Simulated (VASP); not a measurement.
# NbTe (P-6m2) in VASP: a series of runs

Runs on NbTe. Level: PBE. Tasks: single point.

Program: VASP 6.6.1. These are calculated values, not measurements. Logs are shortened: lines on timing, memory, paths and dates and some standing lists are left out, and cuts for length are marked.

## (1) The cell of the first run

Symmetry: P-6m2, No. 187, hexagonal system. The conventional cell has a = 3.703 Å, b = 3.703 Å, c = 3.694 Å, α = 90.00°, β = 90.00°, γ = 120.00°. Te (site symmetry -6m2) has 6 Nb at 2.83 Å and 2 Te at 3.69 Å within 3.7 Å. Nb (site symmetry -6m2) has 6 Te at 2.83 Å and 2 Nb at 3.69 Å within 3.7 Å.

## (2) Single point, PBE

Input file INCAR:

```
SYSTEM = NbTe
  PREC = Accurate
  ENCUT = 520
  EDIFF = 1E-6
  ISMEAR = 0
  SIGMA = 0.019000000000000003
  LREAL = .False.
  LASPH = .True.
  NELM = 100
  ALGO = Normal
  ISIF = 2
  LWAVE = .False.
  LCHARG = .False.
  GGA = PE
  NBANDS = 16
```

Input file KPOINTS:

```
Automatic mesh
0
Gamma
  8 8 7
  0 0 0
```

Input file POSCAR:

```
NbTe
1.0
    3.7029743866      0.0000000000      0.0000000000
   -1.8514871933      3.2068698884      0.0000000000
    0.0000000000      0.0000000000      3.6942110000
Te Nb
1 1
Direct
    0.6666666667      0.3333333333      0.0000000000
    0.0000000000      0.0000000000      0.5000000000
```

Potentials or basis: VASP PAW PBE potentials, release 64 (Te, Nb_sv).

On the command line:

```bash
> cat potpaw_PBE.64/Te/POTCAR potpaw_PBE.64/Nb_sv/POTCAR > POTCAR
> mpirun -np 1 vasp_std > vasp.out
```

OUTCAR:

```text
SYSTEM = NbTe
   PREC = Accurate
   ENCUT = 520
   EDIFF = 1E-6
   ISMEAR = 0
   LREAL = .False.
   LASPH = .True.
   NELM = 100
   ISIF = 2
   GGA = PE

 ion  position               nearest neighbor table
   1  0.667  0.333  0.000-   2 2.83   2 2.83   2 2.83   2 2.83   2 2.83   2 2.83
   2  0.000  0.000  0.500-   1 2.83   1 2.83   1 2.83   1 2.83   1 2.83   1 2.83

  LATTYP: Found a hexagonal cell.
 ALAT       =     3.7029743866
 C/A-ratio  =     0.9976334196

  Lattice vectors:

 A1 = (   3.7029743866,   0.0000000000,   0.0000000000)
 A2 = (  -1.8514871933,   3.2068698884,   0.0000000000)
 A3 = (   0.0000000000,   0.0000000000,   3.6942110000)

Analysis of symmetry for initial positions (statically):
=====================================================================
 Subroutine PRICEL returns:
 Original cell was already a primitive cell.

 Routine SETGRP: Setting up the symmetry group for a
 hexagonal supercell.

 Subroutine GETGRP returns: Found 12 space group operations
 (whereof 12 operations were pure point group operations)
 out of a pool of 24 trial point group operations.

The static configuration has the point symmetry D_3h.

Analysis of symmetry for dynamics (positions and initial velocities):
=====================================================================
 Subroutine PRICEL returns:
 Original cell was already a primitive cell.

 Routine SETGRP: Setting up the symmetry group for a
 hexagonal supercell.

 Subroutine GETGRP returns: Found 12 space group operations
 (whereof 12 operations were pure point group operations)
 out of a pool of 24 trial point group operations.

The dynamic configuration has the point symmetry D_3h.

 Subroutine INISYM returns: Found 12 space group operations
 (whereof 12 operations are pure point group operations),
 and found     1 'primitive' translations

----------------------------------------------------------------------------------------

                                     Primitive cell

  volume of cell :      43.8686

  direct lattice vectors                    reciprocal lattice vectors
     3.702974387  0.000000000  0.000000000     0.270053178  0.155915275  0.000000000
    -1.851487193  3.206869888  0.000000000     0.000000000  0.311830550  0.000000000
     0.000000000  0.000000000  3.694211000     0.000000000  0.000000000  0.270693796

  length of vectors
     3.702974387  3.702974387  3.694211000     0.311830550  0.311830550  0.270693796

  position of ions in fractional coordinates (direct lattice)
     0.666666667  0.333333333  0.000000000
[... 75 lines left out ...]
   LASPH  =      T    aspherical Exc in radial PAW
   ENCUT  =  520.0 eV  38.22 Ry    6.18 a.u.   6.89  6.89  6.87*2*pi/ulx,y,z
   NELM   =    100;   NELMIN=  2; NELMDL= -5     # of ELM steps
   EDIFF  = 0.1E-05   stopping-criterion for ELM
   LREAL  =      F    real-space projection
   EDIFFG = 0.1E-04   stopping-criterion for IOM
   NSW    =      0    number of steps for IOM
   IBRION =     -1    ionic relax: 0-MD 1-quasi-New 2-CG
   NFREE  =      0    steps in history (QN), initial steepest desc. (CG)
   ISIF   =      2    stress and relaxation
   ISYM   =      2    0-nonsym 1-usesym 2-fastsym
   POTIM  = 0.5000    time-step for ionic-motion
   TEBEG  =    0.0;   TEEND  =   0.0 temperature during run
   PSTRESS=    0.0 pullay stress
   NELECT =      19.0000    total number of electrons
   NUPDOWN=      -1.0000    fix difference up-down
   EMIN   =  10.00;   EMAX   =-10.00  energy-range for DOS
   EFERMI =   0.00;   METHOD = LEGACY
   ISMEAR =     0;   SIGMA  =   0.02  broadening in eV -4-tet -1-fermi 0-gaus
   EFERMI_NEDOS =   21; number of points for ismear=-14 and -15
   IALGO  =     38    algorithm
   IMIX   =      4    mixing-type and parameters
     AMIX     =   0.40;   BMIX     =  1.00
     AMIX_MAG =   1.60;   BMIX_MAG =  1.00
  volume/ion in A,a.u.               =      21.93       148.02
  Fermi-wavevector in a.u.,A,eV,Ry     =   1.238630  2.340671 20.874103  1.534203
  Thomas-Fermi vector in A             =   2.373147
   LORBIT       =      0    0 simple, 1 ext, 2 COOP (PROOUT), +10 PAW based schemes
   GGA     = PE    functional components
   LHFCALC =     F    Hartree Fock is set to
   AEXX    =    0.0000 exact exchange contribution
   IVDW    =     0    specifies the selected vdW correction
   LEPSILON=     F    determine dielectric tensor
   LRPA    =     F    only Hartree local field effects (RPA)
 non-spin polarized calculation
 Gauss-broadening in eV      SIGMA  =   0.02
  energy-cutoff  :      520.00
  volume of cell :       43.87
 maximum number of plane-waves:      1190
 NGX is ok and might be reduce to    28
   NGX = 13   NGY = 13   NGZ = 13

 number of electron      18.9999998 magnetization

 Free energy of the ion-electron system (eV)
  ---------------------------------------------------
  ext. energy  EPLUGINS =         0.00000000
  ---------------------------------------------------
  free energy    TOTEN  =       -13.63408323 eV

  energy without entropy =      -13.63357455  energy(sigma->0) =      -13.63382889

 E-fermi :  11.0658     XC(G=0): -11.2768

 val. band max:       11.0539332681   @ k =   0.1250  -0.0000   0.2857
 cond. band min:      11.0805649664   @ k =   0.2500   0.1250   0.2857
 fundamental gap:      0.0266316983
 Fermi energy:        11.0657994094

 k-point     1 :       0.0000    0.0000    0.0000
  band No.  band energies     occupation
      1     -44.5602      2.00000
      2     -20.7445      2.00000
      3     -20.5665      2.00000
      4     -20.5665      2.00000
      5      -3.2123      2.00000
      6       7.8791      2.00000
[... 433 lines left out ...]
      3     -20.6680      2.00000
      4     -20.5851      2.00000
      5      -1.5436      2.00000
      6       4.8045      2.00000
[... 8 lines left out ...]
     15      17.3066      0.00000
     16      19.6411      0.00000

 [... further k-points ...]
[... 5 lines left out ...]
  --------------------------------------------------------------------------------------
  -------------------------------------------------------------------------------------
  Total       -0.3423581     -0.3423581     -0.0127343     -0.0000000      0.0000000     -0.0000000
  in kB      -12.5036685    -12.5036685     -0.4650856     -0.0000000      0.0000000     -0.0000000
  external PRESSURE =      -8.4908075 kB  Pullay stress =       0.0000000 kB

 VOLUME and BASIS-vectors are now :
 -----------------------------------------------------------------------------
  energy-cutoff  :      520.00
  volume of cell :       43.87
      direct lattice vectors                 reciprocal lattice vectors
     3.702974387  0.000000000  0.000000000     0.270053178  0.155915275  0.000000000
    -1.851487193  3.206869888  0.000000000     0.000000000  0.311830550  0.000000000
     0.000000000  0.000000000  3.694211000     0.000000000  0.000000000  0.270693796

 POSITION                                       TOTAL-FORCE (eV/Angst)
 -----------------------------------------------------------------------------------
      1.85149      1.06896      0.00000        -0.000000      0.000000      0.000000
      0.00000      0.00000      1.84711         0.000000      0.000000      0.000000
 -----------------------------------------------------------------------------------
    total drift:                               -0.000000      0.000000     -0.000000

  FREE ENERGIE OF THE ION-ELECTRON SYSTEM (eV)
  ---------------------------------------------------
  free  energy   TOTEN  =       -13.6340832346 eV

  energy  without entropy=      -13.6335745458  energy(sigma->0) =      -13.63382889
```

Run time: 18 s. Hardware: 1 thread of Intel Xeon Platinum 8488C (Sapphire Rapids), shared host; peak memory 0.17 GiB.

What came out:

```yaml
Free_energy: -13.6341 eV
Pressure: -0.8 GPa
```

Levels at points of the mesh, in eV from the Fermi level:
| k point | band 6 | band 7 | band 8 | band 9 | band 10 | band 11 | band 12 | band 13 | band 14 | band 15 |
| --- | --- | --- | --- | --- | --- | --- | --- | --- | --- | --- |
| (0.00, 0.00, 0.00) | -3.19 | -3.19 | -3.02 | -2.38 | 0.10 | 0.10 | 2.41 | 2.41 | 2.82 | 5.88 |
| (0.50, 0.00, 0.00) | -7.22 | -3.86 | -2.67 | -2.63 | -0.23 | 1.19 | 1.46 | 2.99 | 3.78 | 5.68 |

Caveat: spin-orbit coupling is left out, which moves the levels of the heavy elements.

## (3) Single point, PBE

Input file INCAR:

```
PREC = Accurate
ENCUT = 520
EDIFF = 1E-6
ISMEAR = 0
SIGMA = 0.02
LREAL = F
LASPH = T
NELM = 100
ALGO = Normal
ISIF = 2
LWAVE = F
LCHARG = F
GGA = PE
NBANDS = 16
```

Input file KPOINTS:

```
Automatic mesh
0
Gamma
  8 8 7
```

POSCAR is that of step 2.

Potentials or basis: VASP PAW PBE potentials, release 64 (Te, Nb_sv).

On the command line:

```bash
> cat potpaw_PBE.64/Te/POTCAR potpaw_PBE.64/Nb_sv/POTCAR > POTCAR
> mpirun -np 1 vasp_std > vasp.out
```

OUTCAR:

```text
PREC = Accurate
   ENCUT = 520
   EDIFF = 1E-6
   ISMEAR = 0
   LREAL = F
   LASPH = T
   NELM = 100
   ISIF = 2
   GGA = PE

 ion  position               nearest neighbor table
   1  0.667  0.333  0.000-   2 2.83   2 2.83   2 2.83   2 2.83   2 2.83   2 2.83
   2  0.000  0.000  0.500-   1 2.83   1 2.83   1 2.83   1 2.83   1 2.83   1 2.83

  LATTYP: Found a hexagonal cell.
 ALAT       =     3.7029743866
 C/A-ratio  =     0.9976334196

  Lattice vectors:

 A1 = (   3.7029743866,   0.0000000000,   0.0000000000)
 A2 = (  -1.8514871933,   3.2068698884,   0.0000000000)
 A3 = (   0.0000000000,   0.0000000000,   3.6942110000)

Analysis of symmetry for initial positions (statically):
=====================================================================
 Subroutine PRICEL returns:
 Original cell was already a primitive cell.

 Routine SETGRP: Setting up the symmetry group for a
 hexagonal supercell.

 Subroutine GETGRP returns: Found 12 space group operations
 (whereof 12 operations were pure point group operations)
 out of a pool of 24 trial point group operations.

The static configuration has the point symmetry D_3h.

Analysis of symmetry for dynamics (positions and initial velocities):
=====================================================================
 Subroutine PRICEL returns:
 Original cell was already a primitive cell.

 Routine SETGRP: Setting up the symmetry group for a
 hexagonal supercell.

 Subroutine GETGRP returns: Found 12 space group operations
 (whereof 12 operations were pure point group operations)
 out of a pool of 24 trial point group operations.

The dynamic configuration has the point symmetry D_3h.

 Subroutine INISYM returns: Found 12 space group operations
 (whereof 12 operations are pure point group operations),
 and found     1 'primitive' translations

----------------------------------------------------------------------------------------

                                     Primitive cell

  volume of cell :      43.8686

  direct lattice vectors                    reciprocal lattice vectors
     3.702974387  0.000000000  0.000000000     0.270053178  0.155915275  0.000000000
    -1.851487193  3.206869888  0.000000000     0.000000000  0.311830550  0.000000000
     0.000000000  0.000000000  3.694211000     0.000000000  0.000000000  0.270693796

  length of vectors
     3.702974387  3.702974387  3.694211000     0.311830550  0.311830550  0.270693796

  position of ions in fractional coordinates (direct lattice)
     0.666666667  0.333333333  0.000000000
     0.000000000  0.000000000  0.500000000

  ion indices of the primitive-cell ions
   primitive index   ion index
                 1           1
                 2           2

----------------------------------------------------------------------------------------

 KPOINTS: Automatic mesh

Automatic generation of k-mesh.
 Grid dimensions read from file:
 generate k-points for:    8    8    7

 Generating k-lattice:

  Cartesian coordinates                     Fractional coordinates (reciprocal lattice)
     0.033756647  0.019489409  0.000000000     0.125000000  0.000000000  0.000000000
     0.000000000  0.038978819  0.000000000     0.000000000  0.125000000  0.000000000
     0.000000000  0.000000000  0.038670542     0.000000000  0.000000000  0.142857143

  Length of vectors
     0.038978819  0.038978819  0.038670542

  Shift w.r.t. Gamma in fractional coordinates (k-lattice)
     0.000000000  0.000000000  0.000000000

 Subroutine IBZKPT returns following result:
 ===========================================

 Found     40 irreducible k-points:

 Following reciprocal coordinates:
            Coordinates               Weight
  0.000000  0.000000  0.000000      1.000000
  0.125000 -0.000000  0.000000      6.000000
  0.250000 -0.000000  0.000000      6.000000
  0.375000  0.000000  0.000000      6.000000
  0.500000 -0.000000  0.000000      3.000000
  0.125000  0.125000  0.000000      6.000000
[... 16 lines left out ...]
  0.250000 -0.000000  0.285714     12.000000
  0.375000  0.000000  0.285714     12.000000
 [... further k-points ...]
   k-points           NKPTS =     40   k-points in BZ     NKDIM =     40   number of bands    NBANDS=     16
   number of dos      NEDOS =    301   number of ions     NIONS =      2
   total plane-waves  NPLWV =  21952
   dimension x,y,z NGX =    28 NGY =   28 NGZ =   28
   dimension x,y,z NGXF=    56 NGYF=   56 NGZF=   56
   ions per type =               1   1
   NGX,Y,Z   is equivalent  to a cutoff of  12.57, 12.57, 12.60 a.u.
   NGXF,Y,Z  is equivalent  to a cutoff of  25.14, 25.14, 25.20 a.u.
 SYSTEM =  unknown system
   PREC   = accura    normal or accurate (medium, high low for compatibility)
   ISTART =      0    job   : 0-new  1-cont  2-samecut
   ICHARG =      2    charge: 1-file 2-atom 10-const
   ISPIN  =      1    spin polarized calculation?
   LNONCOLLINEAR =      F non collinear calculations
   LSORBIT =      F    spin-orbit coupling
   LASPH  =      T    aspherical Exc in radial PAW
   ENCUT  =  520.0 eV  38.22 Ry    6.18 a.u.   6.89  6.89  6.87*2*pi/ulx,y,z
   NELM   =    100;   NELMIN=  2; NELMDL= -5     # of ELM steps
   EDIFF  = 0.1E-05   stopping-criterion for ELM
   LREAL  =      F    real-space projection
   EDIFFG = 0.1E-04   stopping-criterion for IOM
   NSW    =      0    number of steps for IOM
   IBRION =     -1    ionic relax: 0-MD 1-quasi-New 2-CG
   NFREE  =      0    steps in history (QN), initial steepest desc. (CG)
   ISIF   =      2    stress and relaxation
   ISYM   =      2    0-nonsym 1-usesym 2-fastsym
   POTIM  = 0.5000    time-step for ionic-motion
   TEBEG  =    0.0;   TEEND  =   0.0 temperature during run
   PSTRESS=    0.0 pullay stress
   NELECT =      19.0000    total number of electrons
   NUPDOWN=      -1.0000    fix difference up-down
   EMIN   =  10.00;   EMAX   =-10.00  energy-range for DOS
   EFERMI =   0.00;   METHOD = LEGACY
   ISMEAR =     0;   SIGMA  =   0.02  broadening in eV -4-tet -1-fermi 0-gaus
   EFERMI_NEDOS =   21; number of points for ismear=-14 and -15
   IALGO  =     38    algorithm
   IMIX   =      4    mixing-type and parameters
     AMIX     =   0.40;   BMIX     =  1.00
     AMIX_MAG =   1.60;   BMIX_MAG =  1.00
  volume/ion in A,a.u.               =      21.93       148.02
  Fermi-wavevector in a.u.,A,eV,Ry     =   1.238630  2.340671 20.874103  1.534203
  Thomas-Fermi vector in A             =   2.373147
   LORBIT       =      0    0 simple, 1 ext, 2 COOP (PROOUT), +10 PAW based schemes
   GGA     = PE    functional components
   LHFCALC =     F    Hartree Fock is set to
   AEXX    =    0.0000 exact exchange contribution
   IVDW    =     0    specifies the selected vdW correction
   LEPSILON=     F    determine dielectric tensor
   LRPA    =     F    only Hartree local field effects (RPA)
 non-spin polarized calculation
 Gauss-broadening in eV      SIGMA  =   0.02
  energy-cutoff  :      520.00
  volume of cell :       43.87
 maximum number of plane-waves:      1190
 NGX is ok and might be reduce to    28
   NGX = 13   NGY = 13   NGZ = 13

 number of electron      18.9999998 magnetization

 Free energy of the ion-electron system (eV)
  ---------------------------------------------------
  ext. energy  EPLUGINS =         0.00000000
  ---------------------------------------------------
  free energy    TOTEN  =       -13.63411053 eV

  energy without entropy =      -13.63355614  energy(sigma->0) =      -13.63383334

 E-fermi :  11.0654     XC(G=0): -11.2768

 val. band max:       11.0535954013   @ k =   0.1250  -0.0000   0.2857
 cond. band min:      11.0805744963   @ k =   0.2500   0.1250   0.2857
 fundamental gap:      0.0269790950
 Fermi energy:        11.0654338647

 k-point     1 :       0.0000    0.0000    0.0000
  band No.  band energies     occupation
      1     -44.5604      2.00000
      2     -20.7452      2.00000
      3     -20.5665      2.00000
      4     -20.5665      2.00000
      5      -3.2124      2.00000
      6       7.8792      2.00000
[... 8 lines left out ...]
     15      16.9478      0.00000
     16      18.0378      0.00000
[... 419 lines left out ...]
 k-point    24 :       0.3750    0.0000    0.2857
  band No.  band energies     occupation
      1     -44.5499      2.00000
      2     -20.7876      2.00000
      3     -20.6680      2.00000
      4     -20.5851      2.00000
      5      -1.5436      2.00000
      6       4.8044      2.00000
[... 8 lines left out ...]
     15      17.3065      0.00000
     16      19.6411      0.00000

 [... further k-points ...]
[... 5 lines left out ...]
  --------------------------------------------------------------------------------------
  -------------------------------------------------------------------------------------
  Total       -0.3379239     -0.3379239     -0.0156798      0.0000000      0.0000000      0.0000000
  in kB      -12.3417223    -12.3417223     -0.5726602      0.0000000      0.0000000      0.0000000
  external PRESSURE =      -8.4187016 kB  Pullay stress =       0.0000000 kB

 VOLUME and BASIS-vectors are now :
 -----------------------------------------------------------------------------
  energy-cutoff  :      520.00
  volume of cell :       43.87
      direct lattice vectors                 reciprocal lattice vectors
     3.702974387  0.000000000  0.000000000     0.270053178  0.155915275  0.000000000
    -1.851487193  3.206869888  0.000000000     0.000000000  0.311830550  0.000000000
     0.000000000  0.000000000  3.694211000     0.000000000  0.000000000  0.270693796

 POSITION                                       TOTAL-FORCE (eV/Angst)
 -----------------------------------------------------------------------------------
      1.85149      1.06896      0.00000        -0.000000      0.000000      0.000000
      0.00000      0.00000      1.84711         0.000000      0.000000      0.000000
 -----------------------------------------------------------------------------------
    total drift:                               -0.000000      0.000000     -0.000000

  FREE ENERGIE OF THE ION-ELECTRON SYSTEM (eV)
  ---------------------------------------------------
  free  energy   TOTEN  =       -13.6341105302 eV

  energy  without entropy=      -13.6335561446  energy(sigma->0) =      -13.63383334
```

stdout:

```text
POSCAR found type information on POSCAR TeNb
 POSCAR found :  2 types and       2 ions
 scaLAPACK will be used
 LDA part: xc-table for (Slater+PW92), standard interpolation
 POSCAR, INCAR and KPOINTS ok, starting setup
 FFT: planning ... GRIDC
 FFT: planning ... GRID_SOFT
 FFT: planning ... GRID
 WAVECAR not read
 entering main loop
```

Run time: 17 s. Hardware: 1 thread of Intel Xeon Platinum 8488C (Sapphire Rapids), shared host; peak memory 0.17 GiB.

Results:

| Property | Result |
| --- | --- |
| Free energy | -13.6341 eV |
| Pressure | -0.8 GPa |

Stress tensor (GPa, compression positive):
```
-1.23  0.00  0.00
 0.00 -1.23  0.00
 0.00  0.00 -0.06
```

Caveat: spin-orbit coupling is left out, which moves the levels of the heavy elements.
